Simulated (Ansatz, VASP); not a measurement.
# CdSe in VASP and in Ansatz

```
Cd Se
1.0
     0.00000    3.00760    3.00760
     3.00760    0.00000    3.00760
     3.00760    3.00760    0.00000
Cd Se
1 1
Direct
  0.00000 0.00000 0.00000
  0.25000 0.25000 0.25000
```

Alike in both runs: task single point; functional BLYP; dispersion D4; k mesh 8 × 8 × 8; occupations fermi-dirac, width 0.05 eV; no spin polarisation.

|  | VASP | Ansatz |
| --- | --- | --- |
| version | VASP 6.6.1 | Ansatz 0.2.0 |
| potentials or method | VASP PAW PBE potentials, release 64 (Cd, Se) | Ansatz PAW |
| plane-wave cutoff (eV) | 520 | 420 |
| valence electrons in the cell | 18 | 36 |

Ansatz gave:

- gap on the k mesh at the Fermi level (eV): 0.61
- least direct gap on the mesh (eV): 0.61
- pressure (GPa): 3.6

Problem. Which values does VASP return?

Solution. gap on the k mesh at the Fermi level (eV): 0.64; least direct gap on the mesh (eV): 0.64; pressure (GPa): 4.2.

VASP's potentials were made for PBE, not for BLYP. VASP's potentials hold 18 valence electrons a cell and Ansatz's 36, so a difference there can come from the potentials and not from the codes.
